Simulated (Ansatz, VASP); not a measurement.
# Two plane-wave programs on C

```
CELL_PARAMETERS angstrom
0.00000 1.78344 1.78344
1.78344 0.00000 1.78344
1.78344 1.78344 0.00000
ATOMIC_POSITIONS crystal
C 0.50000 0.50000 0.50000
C 0.75000 0.75000 0.75000
```

Alike in both runs: task single point; functional r2SCAN; k mesh 6 × 6 × 6; occupations gaussian, width 0.05 eV; no spin polarisation.

```csv
,VASP,Ansatz
version,VASP 6.6.1,Ansatz 0.2.0
potentials or method,"VASP PAW PBE potentials, release 64 (C), cutoff 660 eV","PAW, plane waves, scalar-relativistic"
valence electrons in the cell,8,8
```

```csv
,VASP,Ansatz,Ansatz less VASP
pressure (GPa),-2.3,-2.4,-0.12
```

VASP's potentials were made for PBE, not for r2SCAN.

The k mesh is coarse, so the values compare programs but aren't converged.
